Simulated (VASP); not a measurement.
# AlN (Imm2) in VASP: single point with PBEsol

Aim: the single point of AlN with PBEsol.

Everything below comes from runs of VASP 6.6.1. Logs are shortened: lines on timing, memory, paths and dates and some standing lists are left out, and cuts for length are marked.

**1. The cell of the first run**

It takes space group Imm2 (No. 44, orthorhombic). The conventional cell has a = 3.089 Å, b = 3.089 Å, c = 4.368 Å, α = 90.00°, β = 90.00°, γ = 90.00°. Al (site symmetry mm2) has 2 N at 1.62 Å within 2.2 Å. Within 2.2 Å of N (site symmetry mm2) lie 2 Al at 1.62 Å.

**2. Single point, PBEsol (atom 2 (N) moved by (-0.600, +0.000) A along x and y)**

INCAR reads:

```
SYSTEM = AlN
PREC = Accurate ; ENCUT = 520
EDIFF = 1E-6 ; ISMEAR = 0
SIGMA = 0.05 ; LREAL = .FALSE.
LASPH = .TRUE. ; NELM = 60
ALGO = Normal ; ISIF = 2
LWAVE = .FALSE. ; LCHARG = .FALSE.
GGA = PS ; NBANDS = 11
```

KPOINTS reads:

```
Automatic mesh
0
G
  10 10 10
  0 0 0
```

POSCAR reads:

```
AlN
1.0
    0.0000000000      2.1839935596      2.1839935596
    2.1839935596      0.0000000000      2.1839935596
    2.1839935596      2.1839935596      0.0000000000
Al N
1 1
Direct
    0.0000000000      0.0000000000      0.0000000000
    0.8873630424      0.6126369576      0.6126369576
```

Potentials or basis: VASP PAW PBE potentials, release 64 (Al, N).

Started as:

```console
$ cat potpaw_PBE.64/Al/POTCAR potpaw_PBE.64/N/POTCAR > POTCAR
$ mpirun -np 1 vasp_std > vasp.out
```

OUTCAR:

```text
SYSTEM = AlN
   PREC = Accurate
   ENCUT = 520
   EDIFF = 1E-6
   ISMEAR = 0
   LREAL = .FALSE.
   LASPH = .TRUE.
   NELM = 60
   ISIF = 2
   GGA = PS

 ion  position               nearest neighbor table
   1  0.000  0.000  0.000-   2 1.62   2 1.62   2 2.29   2 2.29
   2  0.887  0.613  0.613-   1 1.62   1 1.62   1 2.29   1 2.29

  LATTYP: Found a face centered cubic cell.
 ALAT       =     4.3679871192

  Lattice vectors:

 A1 = (   0.0000000000,   2.1839935596,   2.1839935596)
 A2 = (   2.1839935596,   0.0000000000,   2.1839935596)
 A3 = (   2.1839935596,   2.1839935596,   0.0000000000)

Analysis of symmetry for initial positions (statically):
=====================================================================
 Subroutine PRICEL returns:
 Original cell was already a primitive cell.

 Routine SETGRP: Setting up the symmetry group for a
 face centered cubic supercell.

 Subroutine GETGRP returns: Found  4 space group operations
 (whereof  4 operations were pure point group operations)
 out of a pool of 48 trial point group operations.

The static configuration has the point symmetry C_2v.

Analysis of symmetry for dynamics (positions and initial velocities):
=====================================================================
 Subroutine PRICEL returns:
 Original cell was already a primitive cell.

 Routine SETGRP: Setting up the symmetry group for a
 face centered cubic supercell.

 Subroutine GETGRP returns: Found  4 space group operations
 (whereof  4 operations were pure point group operations)
 out of a pool of 48 trial point group operations.

The dynamic configuration has the point symmetry C_2v.

 Subroutine INISYM returns: Found  4 space group operations
 (whereof  4 operations are pure point group operations),
 and found     1 'primitive' translations

----------------------------------------------------------------------------------------

                                     Primitive cell

  volume of cell :      20.8345

  direct lattice vectors                    reciprocal lattice vectors
     0.000000000  2.183993560  2.183993560    -0.228938404  0.228938404  0.228938404
     2.183993560  0.000000000  2.183993560     0.228938404 -0.228938404  0.228938404
     2.183993560  2.183993560  0.000000000     0.228938404  0.228938404 -0.228938404

  length of vectors
     3.088633312  3.088633312  3.088633312     0.396532948  0.396532948  0.396532948

  position of ions in fractional coordinates (direct lattice)
     0.000000000  0.000000000  0.000000000
     0.887363042  0.612636958  0.612636958

  ion indices of the primitive-cell ions
[... 79 lines left out ...]
   IBRION =     -1    ionic relax: 0-MD 1-quasi-New 2-CG
   NFREE  =      0    steps in history (QN), initial steepest desc. (CG)
   ISIF   =      2    stress and relaxation
   ISYM   =      2    0-nonsym 1-usesym 2-fastsym
   POTIM  = 0.5000    time-step for ionic-motion
   TEBEG  =    0.0;   TEEND  =   0.0 temperature during run
   PSTRESS=    0.0 pullay stress
   NELECT =       8.0000    total number of electrons
   NUPDOWN=      -1.0000    fix difference up-down
   EMIN   =  10.00;   EMAX   =-10.00  energy-range for DOS
   EFERMI =   0.00;   METHOD = LEGACY
   ISMEAR =     0;   SIGMA  =   0.05  broadening in eV -4-tet -1-fermi 0-gaus
   EFERMI_NEDOS =   21; number of points for ismear=-14 and -15
   IALGO  =     38    algorithm
   IMIX   =      4    mixing-type and parameters
     AMIX     =   0.40;   BMIX     =  1.00
     AMIX_MAG =   1.60;   BMIX_MAG =  1.00
  volume/ion in A,a.u.               =      10.42        70.30
  Fermi-wavevector in a.u.,A,eV,Ry     =   1.189899  2.248583 19.263943  1.415860
  Thomas-Fermi vector in A             =   2.325996
   LORBIT       =      0    0 simple, 1 ext, 2 COOP (PROOUT), +10 PAW based schemes
   GGA     = PS    functional components
   LHFCALC =     F    Hartree Fock is set to
   AEXX    =    0.0000 exact exchange contribution
   IVDW    =     0    specifies the selected vdW correction
   LEPSILON=     F    determine dielectric tensor
   LRPA    =     F    only Hartree local field effects (RPA)
 non-spin polarized calculation
 Gauss-broadening in eV      SIGMA  =   0.05
  energy-cutoff  :      520.00
  volume of cell :       20.83
 maximum number of plane-waves:       571
   NGX = 11   NGY = 11   NGZ = 11

 number of electron       8.0000000 magnetization

 Free energy of the ion-electron system (eV)
  ---------------------------------------------------
  ext. energy  EPLUGINS =         0.00000000
  ---------------------------------------------------
  free energy    TOTEN  =       -13.43568673 eV

  energy without entropy =      -13.43568673  energy(sigma->0) =      -13.43568673

 E-fermi :   7.0393     XC(G=0): -11.0843

 val. band max:        6.8331050285   @ k =   0.0000   0.0000   0.0000
 cond. band min:       8.8367120819   @ k =   0.5000   0.5000   0.0000
 fundamental gap:      2.0036070534
 Fermi energy:         7.0392890501

 k-point     1 :       0.0000    0.0000    0.0000
  band No.  band energies     occupation
      1      -9.1635      2.00000
      2       4.4449      2.00000
      3       6.1895      2.00000
      4       6.8331      2.00000
      5       9.2221      0.00000
      6      18.2283      0.00000
      7      18.3014      0.00000
      8      18.9074      0.00000
      9      23.0162      0.00000
     10      23.0988      0.00000
     11      23.2313      0.00000
[... 309 lines left out ...]
 k-point    24 :       0.1000    0.0000    0.4000
  band No.  band energies     occupation
      1      -7.4095      2.00000
      2       0.5194      2.00000
      3       5.1601      2.00000
      4       5.9076      2.00000
      5      11.9812      0.00000
      6      14.4953      0.00000
      7      16.4331      0.00000
      8      19.1313      0.00000
      9      21.6210      0.00000
     10      24.0950      0.00000
     11      26.2485      0.00000

 [... further k-points ...]
[... 5 lines left out ...]
  --------------------------------------------------------------------------------------
  -------------------------------------------------------------------------------------
  Total       -0.7695714      8.0267945      8.0267945      0.0000000     -7.7408308      0.0000000
  in kB      -59.1800698    617.2607658    617.2607658      0.0000000   -595.2701419      0.0000000
  external PRESSURE =     391.7804873 kB  Pullay stress =       0.0000000 kB

 VOLUME and BASIS-vectors are now :
 -----------------------------------------------------------------------------
  energy-cutoff  :      520.00
  volume of cell :       20.83
      direct lattice vectors                 reciprocal lattice vectors
     0.000000000  2.183993560  2.183993560    -0.228938404  0.228938404  0.228938404
     2.183993560  0.000000000  2.183993560     0.228938404 -0.228938404  0.228938404
     2.183993560  2.183993560  0.000000000     0.228938404  0.228938404 -0.228938404

 POSITION                                       TOTAL-FORCE (eV/Angst)
 -----------------------------------------------------------------------------------
      0.00000      0.00000      0.00000        -5.710430      0.000000      0.000000
      2.67599      3.27599      3.27599         5.710430      0.000000      0.000000
 -----------------------------------------------------------------------------------
    total drift:                                0.000668      0.000000      0.000000

  FREE ENERGIE OF THE ION-ELECTRON SYSTEM (eV)
  ---------------------------------------------------
  free  energy   TOTEN  =       -13.4356867286 eV

  energy  without entropy=      -13.4356867286  energy(sigma->0) =      -13.43568673
```

OSZICAR:

```text
N       E                     dE             d eps       ncg     rms          rms(c)
DAV:   1     0.122216873327E+02    0.12222E+02   -0.39230E+03  3850   0.607E+02
DAV:   2    -0.157244024548E+02   -0.27946E+02   -0.26902E+02  4478   0.139E+02
DAV:   3    -0.166489704467E+02   -0.92457E+00   -0.92345E+00  4624   0.243E+01
DAV:   4    -0.166536737309E+02   -0.47033E-02   -0.47029E-02  4212   0.189E+00
DAV:   5    -0.166537283129E+02   -0.54582E-04   -0.54582E-04  4539   0.195E-01    0.100E+01
DAV:   6    -0.135204802471E+02    0.31332E+01   -0.15477E+01  4236   0.195E+01    0.335E+00
DAV:   7    -0.134673254310E+02    0.53155E-01   -0.21409E-01  4272   0.372E+00    0.232E+00
DAV:   8    -0.134366401823E+02    0.30685E-01   -0.49114E-02  4170   0.182E+00    0.443E-01
DAV:   9    -0.134356823056E+02    0.95788E-03   -0.53251E-03  4410   0.465E-01    0.200E-01
DAV:  10    -0.134356806487E+02    0.16569E-05   -0.39111E-04  4119   0.143E-01    0.386E-02
DAV:  11    -0.134356870018E+02   -0.63531E-05   -0.34475E-05  4410   0.448E-02    0.280E-02
DAV:  12    -0.134356867286E+02    0.27327E-06   -0.26503E-06  3876   0.110E-02
   1 F= -.13435687E+02 E0= -.13435687E+02  d E =-.116234E-11
```

stdout:

```text
POSCAR found type information on POSCAR AlN
 POSCAR found :  2 types and       2 ions
 scaLAPACK will be used
 -----------------------------------------------------------------------------
|                                                                             |
|                                                                             |
|     You enforced a specific xc type in the INCAR file but a different       |
|     I HOPE YOU KNOW WHAT YOU ARE DOING!                                     |
|                                                                             |
 -----------------------------------------------------------------------------

 LDA part: xc-table for (Slater+PW92), standard interpolation
 POSCAR, INCAR and KPOINTS ok, starting setup
 FFT: planning ... GRIDC
 FFT: planning ... GRID_SOFT
 FFT: planning ... GRID
 WAVECAR not read
 entering main loop
```

Run time: 14 s. Hardware: 1 thread of Intel Xeon Platinum 8488C (Sapphire Rapids), shared host; peak memory 0.16 GiB.

What came out:

```
Free energy            : -13.4357 eV
Pressure               : 39.2 GPa
Largest force          : 5.710 eV/Å
Band gap on the k mesh : 2.00 eV, indirect (least direct gap 2.39 eV)
```

Forces on the atoms (eV/Å):
```
Al  -5.710  0.000  0.000
N    5.710  0.000  0.000
```

Caveat: the cell differs from its parent crystal (atom 2 (N) moved by (-0.600, +0.000) A along x and y); the PAW data sets were made with another functional, which shifts forces and pressure a little.
